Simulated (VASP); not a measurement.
# SiAs5 (P6/mmm) in VASP: a series of runs, part 2 of 2

VASP 6.6.1. The steps go on from the part before.

## Step 3: Single point, PBE

This run uses another cell than the first one, of 23.26 Å³/atom, 1.108 times its volume.

File INCAR:

```
SYSTEM = SiAs5
PREC = Accurate
ENCUT = 520
EDIFF = 1E-6
ISMEAR = 0
SIGMA = 0.1
LREAL = .FALSE.
LASPH = .TRUE.
NELM = 60
ALGO = Normal
ISIF = 2
LWAVE = .FALSE.
LCHARG = .FALSE.
GGA = PE
NBANDS = 24
```

File KPOINTS:

```
regular mesh
0
G
  3 3 4
  0 0 0
```

File POSCAR:

```
SiAs5
1.0
    5.7817678200      0.0000000000      0.0000000000
   -2.8908839100      5.0071578100      0.0000000000
    0.0000000000      0.0000000000      4.8201201000
Si As
1 5
Direct
    0.0000000000      0.0000000000      0.0000000000
    0.5000000000      0.0000000000      0.5000000000
    0.5000000000      0.5000000000      0.5000000000
    0.0000000000      0.5000000000      0.5000000000
    0.3333333300      0.6666666700      0.0000000000
    0.6666666700      0.3333333300      0.0000000000
```

Potentials or basis: VASP PAW PBE potentials, release 64 (Si, As).

The run is started by

```sh
$ cat potpaw_PBE.64/Si/POTCAR potpaw_PBE.64/As/POTCAR > POTCAR
$ mpirun -np 1 vasp_std > vasp.out
```

Run time: 35 s. Hardware: 1 thread of Intel Xeon Platinum 8259CL at 2.50GHz (Skylake/Cascade Lake), shared host; peak memory 0.27 GiB.

Results (log left out):

| Quantity | Value |
| --- | --- |
| Free energy | -23.9549 eV |
| Pressure | -4.4 GPa |

Stress tensor (GPa, compression positive):
```
-6.59  0.00  0.00
 0.00 -6.59  0.00
 0.00  0.00 -0.13
```

Levels at points of the mesh, in eV from the Fermi level:
| k point | band 11 | band 12 | band 13 | band 14 | band 15 | band 16 | band 17 | band 18 | band 19 | band 20 |
| --- | --- | --- | --- | --- | --- | --- | --- | --- | --- | --- |
| (0.00, 0.00, 0.00) | -1.80 | -1.80 | -1.73 | -0.90 | -0.90 | -0.23 | -0.23 | 0.79 | 2.44 | 2.44 |
| (0.00, 0.00, 0.50) | -3.61 | -2.34 | -2.34 | -0.78 | -0.24 | 0.13 | 2.73 | 3.19 | 3.27 | 3.27 |

Caveat: the k points lie up to 0.42 Å⁻¹ apart.

## Step 4: Single point, PBE

This run uses another cell than the first one, of 21.04 Å³/atom, 1.003 times its volume.

File INCAR:

```
PREC = Accurate
ENCUT = 520
EDIFF = 1E-7
ISMEAR = 0
SIGMA = 0.1
LREAL = F
LASPH = T
NELM = 60
ALGO = Normal
ISIF = 2
LWAVE = F
LCHARG = T
GGA = PE
LELF = T
LVHAR = T
NBANDS = 24
```

File KPOINTS:

```
regular mesh
0
Gamma
  6 6 4
```

File POSCAR:

```
SiAs5
1.0
    5.3409499268      0.0000000000      0.0000000000
   -2.6704749634      4.6253983169      0.0000000000
    0.0000000000      0.0000000000      5.1105629637
Si As
1 5
Direct
    0.0000000000      0.0000000000      0.0000000000
    0.5000000000      0.0000000000      0.5000000000
    0.5000000000      0.5000000000      0.5000000000
    0.0000000000      0.5000000000      0.5000000000
    0.3333333333      0.6666666667      0.0000000000
    0.6666666667      0.3333333333      0.0000000000
```

Potentials or basis: VASP PAW PBE potentials, release 64 (Si, As).

The run is started by

```sh
$ cat potpaw_PBE.64/Si/POTCAR potpaw_PBE.64/As/POTCAR > POTCAR
$ mpirun -np 1 vasp_std > vasp.out
```

OUTCAR:

```text
PREC = Accurate
   ENCUT = 520
   EDIFF = 1E-7
   ISMEAR = 0
   LREAL = F
   LASPH = T
   NELM = 60
   ISIF = 2
   GGA = PE

 ion  position               nearest neighbor table
   1  0.000  0.000  0.000-
   2  0.500  0.000  0.500-   3 2.67   4 2.67   3 2.67   4 2.67
   3  0.500  0.500  0.500-   2 2.67   2 2.67   4 2.67   4 2.67
   4  0.000  0.500  0.500-   2 2.67   2 2.67   3 2.67   3 2.67
   5  0.333  0.667  0.000-
   6  0.667  0.333  0.000-

  LATTYP: Found a hexagonal cell.
[... 767 lines left out ...]
  -------------------------------------------------------------------------------------
  Total        0.1043865      0.1043865     -0.0322398      0.0000000     -0.0000000     -0.0000000
  in kB        1.3247025      1.3247025     -0.4091343      0.0000000     -0.0000000     -0.0000000
  external PRESSURE =       0.7467569 kB  Pullay stress =       0.0000000 kB

 VOLUME and BASIS-vectors are now :
 -----------------------------------------------------------------------------
  energy-cutoff  :      520.00
  volume of cell :      126.25
      direct lattice vectors                 reciprocal lattice vectors
     5.340949927  0.000000000  0.000000000     0.187232611  0.108098798  0.000000000
    -2.670474963  4.625398317  0.000000000     0.000000000  0.216197597  0.000000000
     0.000000000  0.000000000  5.110562964     0.000000000  0.000000000  0.195673159

 POSITION                                       TOTAL-FORCE (eV/Angst)
 -----------------------------------------------------------------------------------
      0.00000      0.00000      0.00000        -0.000000     -0.000000     -0.000000
      2.67047      0.00000      2.55528        -0.000000     -0.000000     -0.000000
      1.33524      2.31270      2.55528        -0.000000     -0.000000     -0.000000
     -1.33524      2.31270      2.55528        -0.000000     -0.000000     -0.000000
     -0.00000      3.08360      0.00000        -0.000000      0.000000     -0.000000
      2.67047      1.54180      0.00000         0.000000      0.000000      0.000000
 -----------------------------------------------------------------------------------
    total drift:                               -0.000000     -0.000000     -0.000000

  FREE ENERGIE OF THE ION-ELECTRON SYSTEM (eV)
  ---------------------------------------------------
  free  energy   TOTEN  =       -24.7109115393 eV

  energy  without entropy=      -24.6867578734  energy(sigma->0) =      -24.69883471
```

OSZICAR:

```text
N       E                     dE             d eps       ncg     rms          rms(c)
DAV:   1     0.995908682129E+02    0.99591E+02   -0.11155E+04  1008   0.981E+02
DAV:   2    -0.165310128726E+02   -0.11612E+03   -0.10914E+03  1320   0.154E+02
DAV:   3    -0.246971416276E+02   -0.81661E+01   -0.79414E+01  1256   0.401E+01
DAV:   4    -0.248056245865E+02   -0.10848E+00   -0.10823E+00  1200   0.514E+00
DAV:   5    -0.248066036118E+02   -0.97903E-03   -0.97883E-03  1256   0.515E-01    0.486E+00
DAV:   6    -0.247245114304E+02    0.82092E-01   -0.15670E-01  1176   0.147E+00    0.284E+00
DAV:   7    -0.247122100283E+02    0.12301E-01   -0.35538E-02  1168   0.825E-01    0.109E+00
DAV:   8    -0.247108243024E+02    0.13857E-02   -0.66551E-03  1208   0.352E-01    0.121E-01
DAV:   9    -0.247108992241E+02   -0.74922E-04   -0.36003E-04  1240   0.861E-02    0.466E-02
DAV:  10    -0.247109109802E+02   -0.11756E-04   -0.50610E-05  1208   0.350E-02    0.104E-02
DAV:  11    -0.247109123219E+02   -0.13417E-05   -0.43716E-06  1192   0.105E-02    0.452E-03
DAV:  12    -0.247109114484E+02    0.87351E-06   -0.10519E-06  1184   0.465E-03    0.108E-03
DAV:  13    -0.247109115842E+02   -0.13572E-06   -0.47907E-08   792   0.110E-03    0.558E-04
DAV:  14    -0.247109115393E+02    0.44835E-07   -0.24125E-08   800   0.689E-04
   1 F= -.24710912E+02 E0= -.24698835E+02  d E =-.241537E-01
```

stdout:

```text
POSCAR found type information on POSCAR SiAs
 POSCAR found :  2 types and       6 ions
 scaLAPACK will be used
 LDA part: xc-table for (Slater+PW92), standard interpolation
 POSCAR, INCAR and KPOINTS ok, starting setup
 FFT: planning ... GRIDC
 FFT: planning ... GRID_SOFT
 FFT: planning ... GRID
 WAVECAR not read
 entering main loop
```

Run time: 64 s. Hardware: 1 thread of Intel Xeon Platinum 8259CL at 2.50GHz (Skylake/Cascade Lake), shared host; peak memory 0.26 GiB.

Results:

```yaml
Free_energy: -24.7109 eV
Pressure: 0.1 GPa
```

## Step 5: Relaxation of cell and atoms, PBE

This run uses another cell than the first one, of 23.26 Å³/atom, 1.108 times its volume.

File INCAR:

```
PREC = Accurate ; ENCUT = 600
EDIFF = 1E-6 ; ISMEAR = 0
SIGMA = 0.1 ; LREAL = False
LASPH = True ; NELM = 60
ALGO = Normal ; ISIF = 3
LWAVE = False ; LCHARG = False
GGA = PE ; IBRION = 2
NSW = 90 ; EDIFFG = -0.04
```

File KPOINTS:

```
regular mesh
0
Gamma
  3 3 4
```

File POSCAR:

```
SiAs5
1.0
    5.7817678200      0.0000000000      0.0000000000
   -2.8908839100      5.0071578100      0.0000000000
    0.0000000000      0.0000000000      4.8201201000
Si As
1 5
Direct
    0.0000000000      0.0000000000      0.0000000000
    0.5000000000      0.0000000000      0.5000000000
    0.5000000000      0.5000000000      0.5000000000
    0.0000000000      0.5000000000      0.5000000000
    0.3333333300      0.6666666700      0.0000000000
    0.6666666700      0.3333333300      0.0000000000
```

The run is started by

```sh
$ cat potpaw_PBE.64/Si/POTCAR potpaw_PBE.64/As/POTCAR > POTCAR
$ mpirun -np 1 vasp_std > vasp.out
```

Run time: 4.3 min. Hardware: 1 thread of Intel Xeon Platinum 8259CL at 2.50GHz (Skylake/Cascade Lake), shared host; peak memory 0.31 GiB.

It converged, with:

```
Free energy                            : -25.2549 eV
Relaxed volume                         : 21.04 Å³/atom
Relaxed cell                           : a = 5.187 Å, b = 5.187 Å, c = 5.418 Å, α = 90.00°, β = 90.00°, γ = 120.00°
Space group after relaxing (to 0.05 Å) : P6/mmm (No. 191)
Energy gained by relaxing              : 216.7 meV/atom
Ionic steps                            : 9
Pressure after relaxing                : 0.0 GPa
```

Stress tensor (GPa, compression positive):
```
-0.09  0.00  0.00
 0.00 -0.09  0.00
 0.00  0.00  0.12
```

The path:
```csv
step,energy change (eV),largest force (eV/Å),pressure (GPa),volume (Å³)
1,0.0000,0.0000,-4.44,139.54
2,-0.3500,0.0000,0.79,126.85
3,-0.3734,0.0000,2.63,123.42
4,-0.8601,0.0000,1.92,121.90
5,0.0603,0.0000,16.38,114.75
6,-1.2179,0.0000,4.22,119.63
7,-1.2225,0.0000,3.89,119.86
8,-1.2872,0.0000,-1.43,129.04
9,-1.3000,0.0000,-0.02,126.25
```

Final structure:
```
CELL_PARAMETERS angstrom
5.18734 0.00000 0.00000
-2.59367 4.49236 0.00000
0.00000 0.00000 5.41763
ATOMIC_POSITIONS crystal
Si 0.00000 0.00000 0.00000
As 0.50000 0.00000 0.50000
As 0.50000 0.50000 0.50000
As 0.00000 0.50000 0.50000
As 0.33333 0.66667 0.00000
As 0.66667 0.33333 0.00000
```

Levels at points of the mesh, in eV from the Fermi level:
```
           k point  band 12  band 13  band 14  band 15  band 16  band 17  band 18
(0.00, 0.00, 0.00)    -2.98    -1.64    -1.64    -1.17    -0.34    -0.34     1.03
(0.00, 0.00, 0.50)    -2.74    -2.74    -2.65    -2.16     0.09     1.24     2.25
```

Caveat: the k points lie up to 0.47 Å⁻¹ apart in the final cell.

## Step 6: Overview

| task | cell | k mesh | cutoff (eV) | gap on the mesh (eV) | pressure (GPa) |
| --- | --- | --- | --- | --- | --- |
| single point | a = 5.182, b = 5.182, c = 5.415 Å, angles 90.0, 90.0, 120.0°, 6 atoms | 3 × 3 × 4 | 520 | none | 0.2 |
| single point | a = 5.782, b = 5.782, c = 4.820 Å, angles 90.0, 90.0, 120.0°, 6 atoms | 3 × 3 × 4 | 520 | none | -4.4 |
| single point | a = 5.341, b = 5.341, c = 5.111 Å, angles 90.0, 90.0, 120.0°, 6 atoms | 6 × 6 × 4 | 520 | none | 0.1 |
| relaxation of cell and atoms | relaxed from a = 5.782, b = 5.782, c = 4.820 Å, angles 90.0, 90.0, 120.0°, 6 atoms | 3 × 3 × 4 | 600 | none | 0.0 |

Alike in all rows: level PBE; potentials or basis VASP PAW PBE potentials, release 64 (Si, As); no spin polarisation; smearing gaussian 0.1 eV.

Caveats: some runs use coarse meshes.

Total energies depend on the potentials used, so only differences within one code and one set of settings carry meaning.
